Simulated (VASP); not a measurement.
BeTe:

```
CELL_PARAMETERS angstrom
0.00000 2.77000 2.77000
2.77000 0.00000 2.77000
2.77000 2.77000 0.00000
ATOMIC_POSITIONS crystal
Te 0.75000 0.75000 0.75000
Be 0.00000 0.00000 0.00000
```

- Program: VASP 6.6.1
- Task: relaxation of cell and atoms
- Functional: PBE
- Dispersion: D3(BJ)
- Potentials or basis: VASP PAW PBE potentials, release 64 (Te, Be)
- Cutoff: 600 eV
- k mesh: 8 × 8 × 8
- Occupations: fermi-dirac, width 0.05 eV
- Spin: no spin polarisation

At the start: pressure 1.6 GPa; volume 21.25 Å³/atom.

Q: Where does the relaxation end?

A: Over 3 steps the energy falls by 2.6 meV/atom and the volume is 21.79 Å³/atom (+2.5 %); space group F-43m (No. 216, to 0.05 Å).

The path:
```tsv
step	energy change (eV)	largest force (eV/Å)	pressure (GPa)	volume (Å³)
1	0.0000	0.0000	1.61	42.51
2	-0.0049	0.0000	-0.37	43.84
3	-0.0052	0.0000	0.00	43.57
```

Final structure:
```
Te Be
1.0
     0.00000    2.79290    2.79290
     2.79290    0.00000    2.79290
     2.79290    2.79290    0.00000
Te Be
1 1
Direct
  0.75000 0.75000 0.75000
  0.00000 0.00000 0.00000
```
